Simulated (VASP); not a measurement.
Here is a VASP 6.6.1 calculation.

The input POSCAR:

```
Sb
1.0
   -1.4749949733      1.4749949733      1.4749949733
    1.4749949733     -1.4749949733      1.4749949733
    1.4749949733      1.4749949733     -1.4749949733
Sb
1
Direct
    0.0000000000      0.0000000000      0.0000000000
```

File INCAR.step1:

```
SYSTEM = Sb
PREC = Accurate ; ENCUT = 550
ISMEAR = 0 ; SIGMA = 0.1
LREAL = .FALSE. ; LASPH = .TRUE.
NELM = 120 ; GGA = PE
ALGO = Normal ; EDIFF = 1E-5
LWAVE = .TRUE. ; LCHARG = .FALSE.
GGA_COMPAT = .FALSE. ; IBRION = 2
ISIF = 3 ; EDIFFG = -0.005
NELMIN = 4 ; NSW = 100
```

INCAR.step2

```
SYSTEM = Sb
PREC = Accurate ; ENCUT = 550
EDIFF = 1E-7 ; ISMEAR = 0
SIGMA = 0.1 ; LREAL = .FALSE.
LASPH = .TRUE. ; NELM = 120
ALGO = Normal ; ISIF = 3
LWAVE = .FALSE. ; LCHARG = .FALSE.
METAGGA = R2SCAN ; LMIXTAU = .TRUE.
IBRION = 2 ; NSW = 80
EDIFFG = -0.05 ; ISTART = 1
GGA_COMPAT = .FALSE. ; NELMIN = 4
```

File KPOINTS:

```
regular mesh
0
G
  10 10 10
  0 0 0
```

Potentials or basis: VASP PAW PBE potentials, release 64 (Sb).

The run is started by

```console
$ cat potpaw_PBE.64/Sb/POTCAR > POTCAR
$ cp INCAR.step1 INCAR
$ mpirun -np 1 vasp_std > vasp.out
$ cp INCAR.step2 INCAR
$ mpirun -np 1 vasp_std > vasp.out
```

Task: What does it give for the space group after relaxing (to 0.1 Å)?

Result: Im-3m (No. 229).

Task: What does it give for the band gap on the k mesh?

Result: Zero (an odd number of electrons rules out a gap without spin polarisation).

Task: Predict the relaxed volume.

Result: 27.20 Å³/atom.

Final structure:
```xyz
1
Lattice="-1.8946 1.8946 1.8946 1.8946 -1.8946 1.8946 1.8946 1.8946 -1.8946" Properties=species:S:1:pos:R:3 pbc="T T T"
Sb    0.0000    0.0000    0.0000
```

Caveat: the volume moved by over 15 % at a fixed basis, so the end points are rough; the PAW data sets were made with another functional, which shifts forces and pressure a little; spin-orbit coupling is left out, which moves the levels of the heavy elements.
